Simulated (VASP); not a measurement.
A run of VASP 6.6.1 is set up as follows.

POSCAR

```
Si
1.0
    4.6041643450     -2.4553413441      0.0000000000
    4.6041643450      2.4553413441      0.0000000000
    0.0000000000      0.0000000000      5.2140184106
Si
8
Direct
    0.4999882949      0.5000117051      0.7708469308
    0.5000117051      0.4999882949      0.2291530692
    0.0000117051      0.9999882949      0.2708469308
    0.9999882949      0.0000117051      0.7291530692
    0.7251470617      0.7251470617      0.5000000000
    0.2251470617      0.2251470617      0.0000000000
    0.2748529383      0.2748529383      0.5000000000
    0.7748529383      0.7748529383      0.0000000000
```

INCAR.step1

```
PREC = Accurate
ENCUT = 520
ISMEAR = 0
SIGMA = 0.15
LREAL = F
LASPH = T
NELM = 100
NBANDS = 26
GGA = PE
ALGO = Normal
EDIFF = 1E-4
LWAVE = T
LCHARG = F
```

Contents of INCAR.step2:

```
PREC = Accurate
ENCUT = 520
EDIFF = 1E-7
ISMEAR = 0
SIGMA = 0.15
LREAL = F
LASPH = T
NELM = 100
ALGO = Normal
ISIF = 2
LWAVE = F
LCHARG = F
METAGGA = R2SCAN
LMIXTAU = T
NBANDS = 26
ISTART = 1
```

Contents of KPOINTS:

```
regular mesh
0
Gamma
  10 10 8
```

Potentials or basis: VASP PAW PBE potentials, release 64 (Si).

Command:

```bash
$ cat potpaw_PBE.64/Si/POTCAR > POTCAR
$ cp INCAR.step1 INCAR
$ mpirun -np 1 vasp_std > vasp.out
$ cp INCAR.step2 INCAR
$ mpirun -np 1 vasp_std > vasp.out
```

(1) Predict the largest force.

(2) What does it give for the band gap on the k mesh?

(3) What does it give for the pressure?

Results:

(1) 0.146 eV/Å.

(2) zero (bands 16 and 17 overlap by 2.96 eV).

(3) 3.4 GPa.

Caveat: the cell differs from its parent crystal (strain +0.000 along x and y, -0.030 along z); the stress differs along the axes, from 1 to 7 GPa; the PAW data sets were made with another functional, which shifts forces and pressure a little.
